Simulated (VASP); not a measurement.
Set up this calculation in VASP 6.6.1, as the native input.

- Task: single point
- Functional: PBE
- Potentials or basis: VASP PAW PBE potentials, release 64 (Ta_pv, N)
- Cutoff: 520 eV
- k mesh: 18 × 18 × 8
- Occupations: gaussian, width 0.1 eV
- Spin: no spin polarisation
- Dipole correction: no
- Further INCAR settings: ALGO = Normal; EDIFF = 1e-07; NBANDS = 24

The structure of TaN lies in POSCAR:

```
TaN
1.0
    3.0338081887      0.0000000000      0.0000000000
   -1.5169040943      2.6273549616      0.0000000000
    0.0000000000      0.0000000000      5.7730088866
Ta N
2 2
Direct
    0.0000000000      0.0000000000      0.0000000000
    0.0000000000      0.0000000000      0.5000000000
    0.3333333333      0.6666666667      0.2500000000
    0.6666666667      0.3333333333      0.7500000000
```

This cell differs from its parent crystal: biaxial strain in the a-b plane: +4.0 %.

One way to write it, as run:

INCAR

```
SYSTEM = TaN
ALGO = Normal
EDIFF = 1E-7
ENCUT = 520
GGA = PE
ISIF = 2
ISMEAR = 0
LASPH = .TRUE.
LCHARG = .TRUE.
LELF = .TRUE.
LREAL = .FALSE.
LVHAR = .TRUE.
LWAVE = .FALSE.
NBANDS = 24
NELM = 80
PREC = Accurate
SIGMA = 0.1
```

KPOINTS

```
k-points
0
G
  18 18 8
  0 0 0
```

Potentials or basis: VASP PAW PBE potentials, release 64 (Ta_pv, N).

Launch:

```bash
$ cat potpaw_PBE.64/Ta_pv/POTCAR potpaw_PBE.64/N/POTCAR > POTCAR
$ mpirun -np 1 vasp_std > vasp.out
```

Results of the run:

The pressure is -12.9 GPa and the band gap on the k mesh is zero (bands 16 and 17 overlap by 0.89 eV).

Caveat: the cell differs from its parent crystal (biaxial strain in the a-b plane: +4.0 %); the stress differs along the axes, from -22 to 6 GPa; spin-orbit coupling is left out, which moves the levels of the heavy elements.

Wall time 110 s on 1 thread of Intel(R) Xeon(R) Platinum 8488C (Sapphire Rapids), with other jobs on the host, peak memory 0.3 GiB.
